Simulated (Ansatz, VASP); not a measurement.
## BeGe3 in VASP and in Ansatz

File INCAR:

```
ALGO = Normal
EDIFF = 1E-7
ENCUT = 520
GGA = PE
ISIF = 2
ISMEAR = 0
LASPH = True
LCHARG = False
LREAL = False
LWAVE = False
NBANDS = 30
NELM = 60
PREC = Accurate
SIGMA = 0.1
```

File KPOINTS:

```
k-points
0
Gamma
  6 6 6
```

The input POSCAR:

```
BeGe3
1.0
    3.9024335175      0.0000000000      0.0000000000
    0.0000000000      3.9024335175      0.0000000000
    0.0000000000      0.0000000000      3.9024335175
Be Ge
1 3
Direct
    0.0000000000      0.0000000000      0.0000000000
    0.0000000000      0.5000000000      0.5000000000
    0.5000000000      0.0000000000      0.5000000000
    0.5000000000      0.5000000000      0.0000000000
```

Input for Ansatz:

```yaml
crystal:
  lattice:
    - [3.9024335175, 0.0, 0.0]
    - [0.0, 3.9024335175, 0.0]
    - [0.0, 0.0, 3.9024335175]
  atoms:
    - { symbol: Be, position: [0.0, 0.0, 0.0] }
    - { symbol: Ge, position: [0.0, 0.5, 0.5] }
    - { symbol: Ge, position: [0.5, 0.0, 0.5] }
    - { symbol: Ge, position: [0.5, 0.5, 0.0] }
basis:
  ecutwfc: 420
kpoints:
  mp_grid: { grid: [6, 6, 6] }
hamiltonian:
  xc: pbe
scf:
  occupations: { method: gaussian, width: 0.1 }
  lower_state_search: "off"
output:
  forces: true
  stress: true
  eigenvalues: true
```

Alike in both runs: task single point; functional PBE; k mesh 6 × 6 × 6; occupations gaussian, width 0.1 eV; no spin polarisation.

|  | VASP | Ansatz |
| --- | --- | --- |
| version | VASP 6.6.1 | Ansatz 0.2.0 |
| potentials or method | VASP PAW PBE potentials, release 64 (Be, Ge_d), cutoff 520 eV | scalar-relativistic, plane waves, PAW |
| valence electrons in the cell | 44 | 44 |

```csv
,VASP,Ansatz,Ansatz less VASP
gap on the k mesh at the Fermi level (eV),none,none,-
pressure (GPa),12.5,12.5,-0.07
```

A gap of «none» marks a metal or a gap that the smearing closes.
